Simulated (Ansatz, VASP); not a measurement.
## Bi3Br4: VASP beside Ansatz

```
Bi Br
1.0
     6.65433    0.00000    0.00000
    -3.32716    5.76282    0.00000
     0.00000    0.00000    5.59556
Bi Br
3 4
Direct
  0.00000 0.50000 0.00000
  0.50000 0.00000 0.00000
  0.50000 0.50000 0.00000
  0.00000 0.00000 0.25939
  0.00000 0.00000 0.74061
  0.33333 0.66667 0.50000
  0.66667 0.33333 0.50000
```

Change from the starting cell: species swapped into the Zr4Al3 type (P6/mmm, No. 191).

Alike in both runs: functional PBE; k mesh 3 × 3 × 4; occupations gaussian, width 0.1 eV; no spin polarisation.

Ansatz relaxed the structure, and its values are those at the end. VASP's run is a single point on that final structure, the one shown.

|  | VASP | Ansatz |
| --- | --- | --- |
| version | VASP 6.6.1 | Ansatz 0.2.0 |
| potentials or method | VASP PAW PBE potentials, release 64 (Bi_d, Br), cutoff 520 eV | scalar-relativistic, plane waves, PAW |
| valence electrons in the cell | 73 | 73 |

```tsv
	VASP	Ansatz	Ansatz less VASP
gap on the k mesh at the Fermi level (eV)	none	none	-
pressure (GPa)	0.0	0.0	+0.02
```

A gap of «none» marks a metal or a gap that the smearing closes.

The k mesh is coarse, so the values compare programs but aren't converged. Neither program's run includes spin-orbit coupling.
